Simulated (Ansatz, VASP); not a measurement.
One calculation of Se, two programs

File INCAR:

```
  ALGO = Normal
  EDIFF = 1E-8
  ENCUT = 520
  GGA = CA
  ISIF = 2
  ISMEAR = -1
  LASPH = True
  LCHARG = False
  LEFG = True
  LREAL = False
  LWAVE = False
  NBANDS = 16
  NELM = 80
  PREC = Accurate
  SIGMA = 0.03
```

KPOINTS

```
k-points
0
Gamma
  6 6 5
```

The input POSCAR:

```
Se
1.0
    4.4535239479      0.0000000000      0.0000000000
   -2.2267619740      3.8568648753      0.0000000000
    0.0000000000      0.0000000000      4.9536000000
Se
3
Direct
    0.2254000000      0.0000000000      0.3333333333
    0.0000000000      0.2254000000      0.6666666667
    0.7746000000      0.7746000000      0.0000000000
```

Input for Ansatz:

```yaml
crystal:
  lattice:
    - [4.4535239479, 0.0, 0.0]
    - [-2.226761974, 3.8568648753, 0.0]
    - [0.0, 0.0, 4.9536]
  atoms:
    - { symbol: Se, position: [0.2254, 0.0, 0.3333333333] }
    - { symbol: Se, position: [0.0, 0.2254, 0.6666666667] }
    - { symbol: Se, position: [0.7746, 0.7746, 0.0] }
kpoints:
  mp_grid: { grid: [6, 6, 5] }
scf:
  occupations: { method: fermi_dirac, width: 0.03 }
hamiltonian:
  xc: lda
  pseudopotentials: { kind: all_electron, datasets: crystal }
output:
  forces: true
  stress: true
  eigenvalues: true
  efg: { contact_densities: true }
```

Change from the starting cell: equal xx and yy strain of +2 %, crystal datasets.

Alike in both runs: task electric field gradients; functional LDA; k mesh 6 × 6 × 5; occupations fermi-dirac, width 0.03 eV; no spin polarisation.

|  | VASP | Ansatz |
| --- | --- | --- |
| version | VASP 6.6.1 | Ansatz 0.2.0 |
| potentials or method | VASP PAW LDA potentials, release 64 (Se), cutoff 520 eV | all-electron PAW with datasets made for the crystal, scalar-relativistic |

```csv
,VASP,Ansatz,Ansatz less VASP
gap on the k mesh at the Fermi level (eV),1.17,1.18,+0.009
pressure (GPa),-2.7,-2.9,-0.18
"traceless stress, the component that is largest in VASP (GPa)",0.65,0.58,-0.064
rms of the force components (eV/Å),0.067,0.092,+0.0260
size of Vzz on the site where it differs most (V/Å²),507.5,527.3,+19.76
```

LDA's correlation is that of Perdew and Zunger in VASP and of Perdew and Wang (1992) in Ansatz. Atom by atom the forces differ by 0.026 eV/Å (rms over components). Ansatz ran all-electron here, and VASP with PAW potentials.
